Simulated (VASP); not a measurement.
Set up this calculation in VASP 6.6.1, as the native input.

| Quantity | Value |
| --- | --- |
| Task | single point |
| Functional | PBEsol |
| Potentials or basis | VASP PAW PBE potentials, release 64 (N, Ga_d) |
| Cutoff | 520 eV |
| k mesh | 8 × 8 × 1 |
| Occupations | gaussian, width 0.01 eV |
| Spin | no spin polarisation |
| Dipole correction | yes |
| Further INCAR settings | ALGO = Normal; EDIFF = 1e-07; NBANDS = 58 |

The structure of Ga5N6 lies in POSCAR:

```
Ga5N6
1.0
    3.1807290383      0.0000000000      0.0000000000
    0.0000000000      3.1807290383      0.0000000000
    0.0000000000      0.0000000000     26.2455753606
N Ga
6 5
Direct
    0.0000000000      0.5000000000      0.2857624532
    0.5000000000      0.0000000000      0.3714574719
    0.0000000000      0.5000000000      0.4571524906
    0.5000000000      0.0000000000      0.5428475094
    0.0000000000      0.5000000000      0.6285425281
    0.5000000000      0.0000000000      0.7142375468
    0.5000000000      0.5000000000      0.3286099625
    0.0000000000      0.0000000000      0.4143049813
    0.5000000000      0.5000000000      0.5000000000
    0.0000000000      0.0000000000      0.5856950187
    0.5000000000      0.5000000000      0.6713900375
```

One way to write it, as run:

INCAR

```
SYSTEM = Ga5N6
  PREC = Accurate
  ENCUT = 520
  EDIFF = 1E-7
  ISMEAR = 0
  SIGMA = 0.01
  LREAL = .FALSE.
  LASPH = .TRUE.
  NELM = 60
  ALGO = Normal
  ISIF = 2
  LWAVE = .FALSE.
  LCHARG = .FALSE.
  LDIPOL = .TRUE.
  IDIPOL = 3
  DIPOL = 0.5 0.5 0.500
  GGA = PS
  NBANDS = 58
```

KPOINTS

```
Automatic mesh
0
G
  8 8 1
  0 0 0
```

Potentials or basis: VASP PAW PBE potentials, release 64 (N, Ga_d).

Launch:

```bash
$ cat potpaw_PBE.64/N/POTCAR potpaw_PBE.64/Ga_d/POTCAR > POTCAR
$ mpirun -np 1 vasp_std > vasp.out
```

It gave:

```json
{"Largest force": "1.718 eV/Å", "Band gap on the k mesh": "zero (an odd number of electrons rules out a gap without spin polarisation)"}
```

Caveat: the PAW data sets were made with another functional, which shifts forces and pressure a little; an odd number of electrons without spin polarisation forces a metal; a magnetic or distorted state may lie lower.

Run time: 3.2 min on 1 thread of Intel(R) Xeon(R) 6975P-C (Granite Rapids), with other jobs on the host, peak memory 0.41 GiB.
